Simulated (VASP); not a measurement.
# Au (Im-3m) in VASP: notebook

Au is run at these levels: PBE; tasks: relaxation of cell and atoms, single point.

Everything below comes from runs of VASP 6.6.1. Logs are shortened: lines on timing, memory, paths and dates and some standing lists are left out, and cuts for length are marked.

## (1) The cell of the first run

The structure is cubic, space group Im-3m (No. 229). The conventional cell has a = 3.291 Å, b = 3.291 Å, c = 3.291 Å, α = 90.00°, β = 90.00°, γ = 90.00°. Au (site symmetry m-3m) has 14 Au at 2.85 to 3.29 Å within 3.8 Å.

## (2) Relaxation of cell and atoms, PBE, target pressure 1 GPa, at which the enthalpy is minimised

File INCAR:

```
  ALGO = Normal
  EDIFF = 1E-6
  EDIFFG = -0.008
  ENCUT = 600
  GGA = PE
  IBRION = 2
  ISIF = 3
  ISMEAR = 0
  LASPH = T
  LCHARG = F
  LREAL = F
  LWAVE = F
  NELM = 60
  NSW = 70
  PREC = Accurate
  PSTRESS = 10.0
  SIGMA = 0.1
```

File KPOINTS:

```
k-points
0
Gamma
  18 18 18
```

File POSCAR:

```
Au
1.0
   -1.6452815736      1.6452815736      1.6452815736
    1.6452815736     -1.6452815736      1.6452815736
    1.6452815736      1.6452815736     -1.6452815736
Au
1
Direct
    0.0000000000      0.0000000000      0.0000000000
```

Potentials or basis: VASP PAW PBE potentials, release 64 (Au).

Command:

```
cat potpaw_PBE.64/Au/POTCAR > POTCAR
mpirun -np 1 vasp_std > vasp.out
```

OUTCAR:

```text
EDIFF = 1E-6
   EDIFFG = -0.008
   ENCUT = 600
   GGA = PE
   IBRION = 2
   ISIF = 3
   ISMEAR = 0
   LASPH = T
   LREAL = F
   NELM = 60
   NSW = 70
   PREC = Accurate
   PSTRESS = 10.0

 ion  position               nearest neighbor table
   1  0.000  0.000  0.000-

  LATTYP: Found a body centered cubic cell.
 ALAT       =     3.2905631472

  Lattice vectors:

 A1 = (  -1.6452815736,   1.6452815736,   1.6452815736)
 A2 = (   1.6452815736,  -1.6452815736,   1.6452815736)
 A3 = (   1.6452815736,   1.6452815736,  -1.6452815736)

Analysis of symmetry for initial positions (statically):
=====================================================================
 Subroutine PRICEL returns:
 Original cell was already a primitive cell.

 Routine SETGRP: Setting up the symmetry group for a
 body centered cubic supercell.

 Subroutine GETGRP returns: Found 48 space group operations
 (whereof 48 operations were pure point group operations)
 out of a pool of 48 trial point group operations.

The static configuration has the point symmetry O_h .

Analysis of symmetry for dynamics (positions and initial velocities):
=====================================================================
 Subroutine PRICEL returns:
 Original cell was already a primitive cell.

 Routine SETGRP: Setting up the symmetry group for a
 body centered cubic supercell.

 Subroutine GETGRP returns: Found 48 space group operations
 (whereof 48 operations were pure point group operations)
 out of a pool of 48 trial point group operations.

The dynamic configuration has the point symmetry O_h .

 Subroutine INISYM returns: Found 48 space group operations
 (whereof 48 operations are pure point group operations),
 and found     1 'primitive' translations

----------------------------------------------------------------------------------------

                                     Primitive cell

  volume of cell :      17.8148

  direct lattice vectors                    reciprocal lattice vectors
    -1.645281574  1.645281574  1.645281574     0.000000000  0.303899350  0.303899350
     1.645281574 -1.645281574  1.645281574     0.303899350  0.000000000  0.303899350
     1.645281574  1.645281574 -1.645281574     0.303899350  0.303899350  0.000000000

  length of vectors
     2.849711278  2.849711278  2.849711278     0.429778582  0.429778582  0.429778582

  position of ions in fractional coordinates (direct lattice)
     0.000000000  0.000000000  0.000000000

  ion indices of the primitive-cell ions
   primitive index   ion index
                 1           1

----------------------------------------------------------------------------------------

 KPOINTS: k-points

Automatic generation of k-mesh.
 Grid dimensions read from file:
 generate k-points for:   18   18   18

 Generating k-lattice:

  Cartesian coordinates                     Fractional coordinates (reciprocal lattice)
     0.000000000  0.016883297  0.016883297     0.055555556  0.000000000  0.000000000
     0.016883297  0.000000000  0.016883297     0.000000000  0.055555556  0.000000000
     0.016883297  0.016883297  0.000000000     0.000000000  0.000000000  0.055555556

  Length of vectors
     0.023876588  0.023876588  0.023876588

  Shift w.r.t. Gamma in fractional coordinates (k-lattice)
     0.000000000  0.000000000  0.000000000

 Subroutine IBZKPT returns following result:
 ===========================================

 Found    195 irreducible k-points:

 Following reciprocal coordinates:
            Coordinates               Weight
  0.000000  0.000000  0.000000      1.000000
  0.055556  0.000000  0.000000     12.000000
  0.111111  0.000000  0.000000     12.000000
  0.166667  0.000000  0.000000     12.000000
  0.222222  0.000000  0.000000     12.000000
  0.277778  0.000000  0.000000     12.000000
[... 16 lines left out ...]
  0.333333  0.111111  0.000000     48.000000
  0.388889  0.111111  0.000000     48.000000
 [... further k-points ...]
   k-points           NKPTS =    195   k-points in BZ     NKDIM =    195   number of bands    NBANDS=      9
   number of dos      NEDOS =    301   number of ions     NIONS =      1
   total plane-waves  NPLWV =  13824
   dimension x,y,z NGX =    24 NGY =   24 NGZ =   24
   dimension x,y,z NGXF=    48 NGYF=   48 NGZF=   48
   ions per type =               1
   NGX,Y,Z   is equivalent  to a cutoff of  14.00, 14.00, 14.00 a.u.
   NGXF,Y,Z  is equivalent  to a cutoff of  28.00, 28.00, 28.00 a.u.
 SYSTEM =  unknown system
   PREC   = accura    normal or accurate (medium, high low for compatibility)
   ISTART =      0    job   : 0-new  1-cont  2-samecut
   ICHARG =      2    charge: 1-file 2-atom 10-const
   ISPIN  =      1    spin polarized calculation?
   LNONCOLLINEAR =      F non collinear calculations
   LSORBIT =      F    spin-orbit coupling
   LASPH  =      T    aspherical Exc in radial PAW
   ENCUT  =  600.0 eV  44.10 Ry    6.64 a.u.   5.69  5.69  5.69*2*pi/ulx,y,z
   NELM   =     60;   NELMIN=  2; NELMDL= -5     # of ELM steps
   EDIFF  = 0.1E-05   stopping-criterion for ELM
   LREAL  =      F    real-space projection
   EDIFFG = -.8E-02   stopping-criterion for IOM
   NSW    =     70    number of steps for IOM
   IBRION =      2    ionic relax: 0-MD 1-quasi-New 2-CG
   NFREE  =      1    steps in history (QN), initial steepest desc. (CG)
   ISIF   =      3    stress and relaxation
   ISYM   =      2    0-nonsym 1-usesym 2-fastsym
   POTIM  = 0.5000    time-step for ionic-motion
   TEBEG  =    0.0;   TEEND  =   0.0 temperature during run
   PSTRESS=   10.0 pullay stress
   NELECT =      11.0000    total number of electrons
   NUPDOWN=      -1.0000    fix difference up-down
   EMIN   =  10.00;   EMAX   =-10.00  energy-range for DOS
   EFERMI =   0.00;   METHOD = LEGACY
   ISMEAR =     0;   SIGMA  =   0.10  broadening in eV -4-tet -1-fermi 0-gaus
   EFERMI_NEDOS =   21; number of points for ismear=-14 and -15
   IALGO  =     38    algorithm
   IMIX   =      4    mixing-type and parameters
     AMIX     =   0.40;   BMIX     =  1.00
     AMIX_MAG =   1.60;   BMIX_MAG =  1.00
  volume/ion in A,a.u.               =      17.81       120.22
  Fermi-wavevector in a.u.,A,eV,Ry     =   1.394052  2.634375 26.441286  1.943380
  Thomas-Fermi vector in A             =   2.517638
   LORBIT       =      0    0 simple, 1 ext, 2 COOP (PROOUT), +10 PAW based schemes
   GGA     = PE    functional components
   LHFCALC =     F    Hartree Fock is set to
   AEXX    =    0.0000 exact exchange contribution
   IVDW    =     0    specifies the selected vdW correction
   LEPSILON=     F    determine dielectric tensor
   LRPA    =     F    only Hartree local field effects (RPA)
 conjugate gradient relaxation of ions
 non-spin polarized calculation
 Gauss-broadening in eV      SIGMA  =   0.10
  energy-cutoff  :      600.00
  volume of cell :       17.81
 maximum number of plane-waves:       610
   NGX = 11   NGY = 11   NGZ = 11

--------------------------------------- Ionic step        1  -------------------------------------------

 number of electron      11.0000000 magnetization

 Free energy of the ion-electron system (eV)
  ---------------------------------------------------
  ext. energy  EPLUGINS =         0.00000000
  ---------------------------------------------------
  free energy    TOTEN  =        -3.20064881 eV

  energy without entropy =       -3.19994070  energy(sigma->0) =       -3.20029475

------------------------ aborting loop because EDIFF is reached ----------------------------------------

  FORCE on cell =-STRESS in cart. coord.  units (eV):
  Direction    XX          YY          ZZ          XY          YZ          ZX
  --------------------------------------------------------------------------------------
  -------------------------------------------------------------------------------------
  Total        0.1383375      0.1383375      0.1383375     -0.0000000     -0.0000000      0.0000000
  in kB       12.4414183     12.4414183     12.4414183     -0.0000000     -0.0000000      0.0000000
  external PRESSURE =       2.4414183 kB  Pullay stress =      10.0000000 kB
[... 59 lines left out ...]
  enthalpy is  TOTEN    =        -3.0894362420 eV   P V=        0.1116285463

--------------------------------------- Ionic step        3  -------------------------------------------

 number of electron      11.0000000 magnetization

 Free energy of the ion-electron system (eV)
  ---------------------------------------------------
  ext. energy  EPLUGINS =         0.00000000
  ---------------------------------------------------
  free energy    TOTEN  =        -3.20084659 eV

  energy without entropy =       -3.20012071  energy(sigma->0) =       -3.20048365

 E-fermi :   8.7857     XC(G=0): -12.4464

 val. band max:        8.7405017878   @ k =   0.3889   0.0556   0.0556
 cond. band min:       8.8625220533   @ k =  -0.3333   0.3333   0.3333
 fundamental gap:      0.1220202656
 Fermi energy:         8.7856965371

 k-point     1 :       0.0000    0.0000    0.0000
  band No.  band energies     occupation
      1      -0.6424      2.00000
      2       4.0971      2.00000
      3       4.0971      2.00000
      4       4.0971      2.00000
      5       5.8931      2.00000
      6       5.8931      2.00000
      7      25.2386      0.00000
      8      25.2386      0.00000
      9      25.2386      0.00000
[... 265 lines left out ...]
 k-point    24 :       0.3889    0.1111    0.0000
  band No.  band energies     occupation
      1       2.1432      2.00000
      2       3.1946      2.00000
      3       5.4888      2.00000
      4       5.7706      2.00000
      5       6.5080      2.00000
      6       8.9103      0.07808
      7      13.0158      0.00000
      8      20.3640      0.00000
      9      22.0768      0.00000

 [... further k-points ...]
[... 5 lines left out ...]
  --------------------------------------------------------------------------------------
  -------------------------------------------------------------------------------------
  Total        0.1121196      0.1121196      0.1121196     -0.0000000     -0.0000000      0.0000000
  in kB       10.0675227     10.0675227     10.0675227     -0.0000000     -0.0000000      0.0000000
  external PRESSURE =       0.0675227 kB  Pullay stress =      10.0000000 kB
[... 16 lines left out ...]
  FREE ENERGIE OF THE ION-ELECTRON SYSTEM (eV)
  ---------------------------------------------------
  free  energy   TOTEN  =        -3.2008465918 eV

  energy  without entropy=       -3.2001207126  energy(sigma->0) =       -3.20048365

  enthalpy is  TOTEN    =        -3.0894789905 eV   P V=        0.1113676013

 reached required accuracy - stopping structural energy minimisation
```

It took 21 s on 1 thread of Intel Xeon Platinum 8559C (Emerald Rapids), shared host; peak memory 0.17 GiB.

What came out:

| Quantity | Value |
| --- | --- |
| Free energy | -3.2008 eV |
| Relaxed volume | 17.84 Å³/atom |
| Relaxed cell | a = 2.851 Å, b = 2.851 Å, c = 2.851 Å, α = 109.47°, β = 109.47°, γ = 109.47° |
| Space group after relaxing (to 0.05 Å) | Im-3m (No. 229) |
| Energy change on relaxing (the enthalpy is what falls) | -0.2 meV/atom |
| Ionic steps | 3 |
| Pressure after relaxing | 1.0 GPa |

Step by step:
| step | energy change (eV) | largest force (eV/Å) | pressure (GPa) | volume (Å³) |
| --- | --- | --- | --- | --- |
| 1 | 0.0000 | 0.0000 | 1.24 | 17.81 |
| 2 | -0.0004 | 0.0000 | 0.68 | 17.88 |
| 3 | -0.0002 | 0.0000 | 1.01 | 17.84 |

Final structure:
```xyz
1
Lattice="-1.6462 1.6462 1.6462 1.6462 -1.6462 1.6462 1.6462 1.6462 -1.6462" Properties=species:S:1:pos:R:3 pbc="T T T"
Au    0.0000    0.0000    0.0000
```

Caveat: the cell is relaxed towards a set pressure, so the enthalpy falls and the energy may rise; spin-orbit coupling is left out, which moves the levels of the heavy elements.

## (3) Relaxation of cell and atoms, PBE, target pressure 90 GPa, at which the enthalpy is minimised

This run uses another cell than the first one, of 13.60 Å³/atom, 0.763 times its volume.

File INCAR:

```
SYSTEM = Au
ALGO = Normal ; EDIFF = 1E-7
EDIFFG = -0.008 ; ENCUT = 600
GGA = PE ; IBRION = 2
ISIF = 3 ; ISMEAR = 0
LASPH = .True. ; LCHARG = .False.
LREAL = .False. ; LWAVE = .False.
NELM = 60 ; NSW = 70
PREC = Accurate ; PSTRESS = 900.0
SIGMA = 0.1
```

File KPOINTS:

```
k-points
0
Gamma
  20 20 20
  0 0 0
```

File POSCAR:

```
Au
1.0
   -1.5036435855      1.5036435855      1.5036435855
    1.5036435855     -1.5036435855      1.5036435855
    1.5036435855      1.5036435855     -1.5036435855
Au
1
Direct
    0.0000000000      0.0000000000      0.0000000000
```

Potentials or basis: VASP PAW PBE potentials, release 64 (Au).

Command:

```
cat potpaw_PBE.64/Au/POTCAR > POTCAR
mpirun -np 1 vasp_std > vasp.out
```

It took 33 s on 1 thread of Intel Xeon Platinum 8559C (Emerald Rapids), shared host; peak memory 0.18 GiB.

Results (log left out):

```
Free energy                                            : -2.2860 eV
Relaxed volume                                         : 13.53 Å³/atom
Relaxed cell                                           : a = 2.600 Å, b = 2.600 Å, c = 2.600 Å, α = 109.47°, β = 109.47°, γ = 109.47°
Space group after relaxing (to 0.05 Å)                 : Im-3m (No. 229)
Energy change on relaxing (the enthalpy is what falls) : +38.0 meV/atom
Ionic steps                                            : 3
Pressure after relaxing                                : 90.0 GPa
```

Step by step:
```tsv
step	energy change (eV)	largest force (eV/Å)	pressure (GPa)	volume (Å³)
1	0.0000	0.0000	87.11	13.60
2	0.2899	0.0000	108.58	13.12
3	0.0380	0.0000	89.97	13.53
```

Final structure:
```
Au
1.0
    -1.50111    1.50111    1.50111
     1.50111   -1.50111    1.50111
     1.50111    1.50111   -1.50111
Au
1
Direct
  0.00000 0.00000 0.00000
```

Levels at points of the mesh, in eV from the Fermi level:
```tsv
k point	band 2	band 3	band 4	band 5	band 6	band 7	band 8	band 9
(0.00, 0.00, 0.00)	-6.43	-6.43	-6.43	-3.65	-3.65	16.21	16.21	16.21
(0.50, 0.00, 0.00)	-8.05	-3.82	-3.28	-1.74	-1.25	5.19	12.19	15.63
(0.50, 0.50, 0.50)	-9.41	-1.85	-1.85	-1.85	6.52	6.52	6.52	12.87
```

Caveat: the cell is relaxed towards a set pressure, so the enthalpy falls and the energy may rise; spin-orbit coupling is left out, which moves the levels of the heavy elements.

(Part 1 of 2 ends here.)
